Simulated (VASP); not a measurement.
Sn:

```
Sn
1.0
     3.28163    0.00000    0.00000
    -1.09388    3.09395    0.00000
    -1.09388   -1.54698    2.67944
Sn
1
Direct
  0.00000 0.00000 0.00000
```

This isn't the form of Sn at room conditions, which is tetragonal (white tin).

Base run:

- Program: VASP 6.6.1
- Functional: BLYP
- Potentials or basis: VASP PAW PBE potentials, release 64 (Sn_d)
- Cutoff: 500 eV
- k mesh: 12 × 12 × 12
- Occupations: fermi-dirac, width 0.1 eV
- Spin: no spin polarisation

Its results: band gap on the k mesh zero (bands 7 and 8 overlap by 10.06 eV); pressure 5.3 GPa.

Problem. The run is repeated on the same cell with these changes: functional from BLYP to PBEsol. What comes out?

Solution. Band gap on the k mesh zero (bands 7 and 8 overlap by 10.40 eV); pressure -2.2 GPa.

PBEsol binds more tightly than BLYP, so the same cell stands under less pressure.

Caveats: the PAW data sets were made with another functional, which shifts forces and pressure a little; spin-orbit coupling is left out, which moves the levels of the heavy elements; the cell stands under pressure (at least some runs).
